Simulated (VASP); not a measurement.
# Cl (Im-3m) in VASP: relaxation of cell and atoms with r2SCAN

Aim: the relaxation of cell and atoms of Cl with r2SCAN.

All numbers are computed with VASP 6.6.1; they aren't measurements. Logs are shortened: lines on timing, memory, paths and dates and some standing lists are left out, and cuts for length are marked.

### Step 1. The cell of the first run

It takes space group Im-3m (No. 229, cubic). Conventional cell: a = 3.550 Å, b = 3.550 Å, c = 3.550 Å, α = 90.00°, β = 90.00°, γ = 90.00°. Within 4.0 Å of Cl (site symmetry m-3m) lie 14 Cl at 3.07 to 3.55 Å.

### Step 2. Relaxation of cell and atoms, r2SCAN

Contents of POSCAR:

```
Cl
1.0
    1.7750000000      1.7750000000      1.7750000000
   -1.7750000000      1.7750000000      1.7750000000
   -1.7750000000     -1.7750000000      1.7750000000
Cl
1
Direct
    0.0000000000      0.0000000000      0.0000000000
```

Contents of INCAR.step1:

```
SYSTEM = Cl
PREC = Accurate ; ENCUT = 600
ISMEAR = -1 ; SIGMA = 0.05
LREAL = .FALSE. ; LASPH = .TRUE.
NELM = 100 ; GGA = PE
ALGO = Normal ; EDIFF = 1E-4
LWAVE = .TRUE. ; LCHARG = .FALSE.
```

Contents of INCAR.step2:

```
SYSTEM = Cl
PREC = Accurate ; ENCUT = 600
EDIFF = 1E-6 ; ISMEAR = -1
SIGMA = 0.05 ; LREAL = .FALSE.
LASPH = .TRUE. ; NELM = 100
ALGO = Normal ; ISIF = 3
LWAVE = .FALSE. ; LCHARG = .FALSE.
METAGGA = R2SCAN ; LMIXTAU = .TRUE.
IBRION = 2 ; NSW = 80
EDIFFG = -0.03 ; ISTART = 1
```

Contents of KPOINTS:

```
regular mesh
0
G
  9 9 9
  0 0 0
```

Potentials or basis: VASP PAW PBE potentials, release 64 (Cl).

Run with:

```console
> cat potpaw_PBE.64/Cl/POTCAR > POTCAR
> cp INCAR.step1 INCAR
> mpirun -np 1 vasp_std > vasp.out
> cp INCAR.step2 INCAR
> mpirun -np 1 vasp_std > vasp.out
```

OUTCAR:

```text
SYSTEM = Cl
   PREC = Accurate
   ENCUT = 600
   EDIFF = 1E-6
   ISMEAR = -1
   LREAL = .FALSE.
   LASPH = .TRUE.
   NELM = 100
   ISIF = 3
   METAGGA = R2SCAN
   IBRION = 2
   NSW = 80
   EDIFFG = -0.03
   ISTART = 1

 ion  position               nearest neighbor table
   1  0.000  0.000  0.000-

  LATTYP: Found a body centered cubic cell.
 ALAT       =     3.5500000000

  Lattice vectors:

 A1 = (   1.7750000000,  -1.7750000000,  -1.7750000000)
 A2 = (   1.7750000000,   1.7750000000,   1.7750000000)
 A3 = (  -1.7750000000,  -1.7750000000,   1.7750000000)

Analysis of symmetry for initial positions (statically):
=====================================================================
 Subroutine PRICEL returns:
 Original cell was already a primitive cell.

 Routine SETGRP: Setting up the symmetry group for a
 body centered cubic supercell.

 Subroutine GETGRP returns: Found 48 space group operations
 (whereof 48 operations were pure point group operations)
 out of a pool of 48 trial point group operations.

The static configuration has the point symmetry O_h .

Analysis of symmetry for dynamics (positions and initial velocities):
=====================================================================
 Subroutine PRICEL returns:
 Original cell was already a primitive cell.

 Routine SETGRP: Setting up the symmetry group for a
 body centered cubic supercell.

 Subroutine GETGRP returns: Found 48 space group operations
 (whereof 48 operations were pure point group operations)
 out of a pool of 48 trial point group operations.

The dynamic configuration has the point symmetry O_h .

 Subroutine INISYM returns: Found 48 space group operations
 (whereof 48 operations are pure point group operations),
 and found     1 'primitive' translations

----------------------------------------------------------------------------------------

                                     Primitive cell

  volume of cell :      22.3694

  direct lattice vectors                    reciprocal lattice vectors
     1.775000000  1.775000000  1.775000000     0.281690141  0.000000000  0.281690141
    -1.775000000  1.775000000  1.775000000    -0.281690141  0.281690141  0.000000000
    -1.775000000 -1.775000000  1.775000000     0.000000000 -0.281690141  0.281690141

  length of vectors
     3.074390183  3.074390183  3.074390183     0.398370018  0.398370018  0.398370018

  position of ions in fractional coordinates (direct lattice)
     0.000000000  0.000000000  0.000000000

  ion indices of the primitive-cell ions
   primitive index   ion index
                 1           1

----------------------------------------------------------------------------------------

 KPOINTS: regular mesh

Automatic generation of k-mesh.
 Grid dimensions read from file:
 generate k-points for:    9    9    9

 Generating k-lattice:

  Cartesian coordinates                     Fractional coordinates (reciprocal lattice)
     0.031298905  0.000000000  0.031298905     0.111111111  0.000000000  0.000000000
    -0.031298905  0.031298905  0.000000000     0.000000000  0.111111111  0.000000000
     0.000000000 -0.031298905  0.031298905     0.000000000  0.000000000  0.111111111

  Length of vectors
     0.044263335  0.044263335  0.044263335

  Shift w.r.t. Gamma in fractional coordinates (k-lattice)
     0.000000000  0.000000000  0.000000000

 Subroutine IBZKPT returns following result:
 ===========================================

 Found     35 irreducible k-points:

 Following reciprocal coordinates:
            Coordinates               Weight
  0.000000  0.000000  0.000000      1.000000
  0.111111  0.000000  0.000000     12.000000
  0.222222  0.000000  0.000000     12.000000
  0.333333  0.000000  0.000000     12.000000
  0.444444  0.000000  0.000000     12.000000
  0.222222  0.111111  0.000000     24.000000
[... 16 lines left out ...]
  0.111111 -0.444444  0.111111     24.000000
  0.222222 -0.444444  0.111111     24.000000
 [... further k-points ...]
   k-points           NKPTS =     35   k-points in BZ     NKDIM =     35   number of bands    NBANDS=      7
   number of dos      NEDOS =    301   number of ions     NIONS =      1
   total plane-waves  NPLWV =  21952
   dimension x,y,z NGX =    28 NGY =   28 NGZ =   28
   dimension x,y,z NGXF=    56 NGYF=   56 NGZF=   56
   ions per type =               1
   NGX,Y,Z   is equivalent  to a cutoff of  15.14, 15.14, 15.14 a.u.
   NGXF,Y,Z  is equivalent  to a cutoff of  30.28, 30.28, 30.28 a.u.
 SYSTEM =  Cl
   PREC   = accura    normal or accurate (medium, high low for compatibility)
   ISTART =      1    job   : 0-new  1-cont  2-samecut
   ICHARG =      0    charge: 1-file 2-atom 10-const
   ISPIN  =      1    spin polarized calculation?
   LNONCOLLINEAR =      F non collinear calculations
   LSORBIT =      F    spin-orbit coupling
   LASPH  =      T    aspherical Exc in radial PAW
   ENCUT  =  600.0 eV  44.10 Ry    6.64 a.u.   6.14  6.14  6.14*2*pi/ulx,y,z
   NELM   =    100;   NELMIN=  2; NELMDL=  0     # of ELM steps
   EDIFF  = 0.1E-05   stopping-criterion for ELM
   LREAL  =      F    real-space projection
   EDIFFG = -.3E-01   stopping-criterion for IOM
   NSW    =     80    number of steps for IOM
   IBRION =      2    ionic relax: 0-MD 1-quasi-New 2-CG
   NFREE  =      1    steps in history (QN), initial steepest desc. (CG)
   ISIF   =      3    stress and relaxation
   ISYM   =      2    0-nonsym 1-usesym 2-fastsym
   POTIM  = 0.5000    time-step for ionic-motion
   TEBEG  =    0.0;   TEEND  =   0.0 temperature during run
   PSTRESS=    0.0 pullay stress
   NELECT =       7.0000    total number of electrons
   NUPDOWN=      -1.0000    fix difference up-down
   EMIN   =  10.00;   EMAX   =-10.00  energy-range for DOS
   EFERMI =   0.00;   METHOD = LEGACY
   ISMEAR =    -1;   SIGMA  =   0.05  broadening in eV -4-tet -1-fermi 0-gaus
   EFERMI_NEDOS =   21; number of points for ismear=-14 and -15
   IALGO  =     38    algorithm
   IMIX   =      4    mixing-type and parameters
     AMIX     =   0.40;   BMIX     =  1.00
     AMIX_MAG =   1.60;   BMIX_MAG =  1.00
  volume/ion in A,a.u.               =      22.37       150.96
  Fermi-wavevector in a.u.,A,eV,Ry     =   1.111448  2.100332 16.807504  1.235317
  Thomas-Fermi vector in A             =   2.248011
   LORBIT       =      0    0 simple, 1 ext, 2 COOP (PROOUT), +10 PAW based schemes
   METAGGA = R2SCAN    functional components
   LHFCALC =     F    Hartree Fock is set to
   AEXX    =    0.0000 exact exchange contribution
   IVDW    =     0    specifies the selected vdW correction
   LEPSILON=     F    determine dielectric tensor
   LRPA    =     F    only Hartree local field effects (RPA)
 conjugate gradient relaxation of ions
 non-spin polarized calculation
  energy-cutoff  :      600.00
  volume of cell :       22.37
 maximum number of plane-waves:       767
 NGX is ok and might be reduce to    28
   NGX = 13   NGY = 13   NGZ = 13

--------------------------------------- Ionic step        1  -------------------------------------------

 number of electron       7.0000000 magnetization

 Free energy of the ion-electron system (eV)
  ---------------------------------------------------
  ext. energy  EPLUGINS =         0.00000000
  ---------------------------------------------------
  free energy    TOTEN  =        -5.20377981 eV

  energy without entropy =       -5.18301417  energy(sigma->0) =       -5.19339699

 E-fermi :   0.8674     XC(G=0):  -9.7859

 val. band max:        0.8624545365   @ k =  -0.4444   0.2222  -0.0000
 cond. band min:       0.8781852918   @ k =   0.2222   0.0000   0.0000
 fundamental gap:      0.0157307553
 Fermi energy:         0.8674390986

 k-point     1 :       0.0000    0.0000    0.0000
  band No.  band energies     occupation
      1     -14.8639      2.00000
      2       1.4970      0.00001
      3       1.4970      0.00001
      4       1.4970      0.00001
      5      11.3007      0.00000
      6      15.8053      0.00000
      7      15.8053      0.00000

 k-point     2 :       0.1111    0.0000    0.0000
  band No.  band energies     occupation
      1     -14.7143      2.00000
      2       0.8052      1.55287
      3       1.3104      0.00028
      4       1.4744      0.00001
      5      11.9490      0.00000
      6      15.2778      0.00000
      7      15.5362      0.00000
[... 277 lines left out ...]
 POSITION                                       TOTAL-FORCE (eV/Angst)
 -----------------------------------------------------------------------------------
      0.00000      0.00000      3.49569        -0.000000      0.000000     -0.000000
 -----------------------------------------------------------------------------------
    total drift:                               -0.000000     -0.000000      0.000000

  FREE ENERGIE OF THE ION-ELECTRON SYSTEM (eV)
  ---------------------------------------------------
  free  energy   TOTEN  =        -5.2138673978 eV

  energy  without entropy=       -5.1942025647  energy(sigma->0) =       -5.20403498

--------------------------------------- Ionic step        3  -------------------------------------------

 number of electron       7.0000000 magnetization

 Free energy of the ion-electron system (eV)
  ---------------------------------------------------
  ext. energy  EPLUGINS =         0.00000000
  ---------------------------------------------------
  free energy    TOTEN  =        -5.21519540 eV

  energy without entropy =       -5.19602586  energy(sigma->0) =       -5.20561063

 E-fermi :   1.6743     XC(G=0): -10.1434

 val. band max:        1.6650704667   @ k =  -0.4444   0.2222  -0.0000
 cond. band min:       1.6763268300   @ k =   0.1111   0.3333   0.1111
 fundamental gap:      0.0112563632
 Fermi energy:         1.6742532210

 k-point     1 :       0.0000    0.0000    0.0000
  band No.  band energies     occupation
      1     -14.5186      2.00000
      2       2.3952      0.00000
      3       2.3952      0.00000
      4       2.3952      0.00000
      5      12.6168      0.00000
      6      16.5894      0.00000
      7      16.5894      0.00000

 k-point     2 :       0.1111    0.0000    0.0000
  band No.  band energies     occupation
      1     -14.3477      2.00000
      2       1.6257      1.45059
      3       2.1812      0.00008
      4       2.3684      0.00000
      5      13.2825      0.00000
      6      16.0336      0.00000
      7      16.3470      0.00000
[... 242 lines left out ...]
 POSITION                                       TOTAL-FORCE (eV/Angst)
 -----------------------------------------------------------------------------------
     -0.00000      0.00000      0.00000         0.000000      0.000000      0.000000
 -----------------------------------------------------------------------------------
    total drift:                               -0.000000      0.000000      0.000000

  FREE ENERGIE OF THE ION-ELECTRON SYSTEM (eV)
  ---------------------------------------------------
  free  energy   TOTEN  =        -5.2151953957 eV

  energy  without entropy=       -5.1960258600  energy(sigma->0) =       -5.20561063

 reached required accuracy - stopping structural energy minimisation
```

It took 95 s on 1 thread of Intel Xeon 8259CL, shared host; peak memory 0.16 GiB.

What came out:

```
Free energy                           : -5.2152 eV
Relaxed volume                        : 20.87 Å³/atom
Relaxed cell                          : a = 3.004 Å, b = 3.004 Å, c = 3.004 Å, α = 70.53°, β = 109.47°, γ = 70.53°
Space group after relaxing (to 0.1 Å) : Im-3m (No. 229)
Energy gained by relaxing             : 11.4 meV/atom
Ionic steps                           : 3
Pressure after relaxing               : 0.0 GPa
Band gap on the k mesh                : zero (an odd number of electrons rules out a gap without spin polarisation)
```

The path:
```csv
step,energy change (eV),largest force (eV/Å),pressure (GPa),volume (Å³)
1,0.0000,0.0000,-2.27,22.37
2,-0.0101,0.0000,-0.87,21.36
3,-0.0114,0.0000,0.00,20.87
```

Final structure:
```yaml
crystal:
  lattice:
    - [1.73438, 1.73438, 1.73438]
    - [-1.73438, 1.73438, 1.73438]
    - [-1.73438, -1.73438, 1.73438]
  atoms:
    - { symbol: Cl, position: [0.00000, 0.00000, 0.00000] }
```

Levels at points of the mesh, in eV from the Fermi level:
| k point | band 1 | band 2 | band 3 | band 4 | band 5 | band 6 | band 7 |
| --- | --- | --- | --- | --- | --- | --- | --- |
| (0.00, 0.00, 0.00) | -16.19 | 0.72 | 0.72 | 0.72 | 10.94 | 14.92 | 14.92 |

Caveat: the PAW data sets were made with another functional, which shifts forces and pressure a little; an odd number of electrons without spin polarisation forces a metal; a magnetic or distorted state may lie lower.
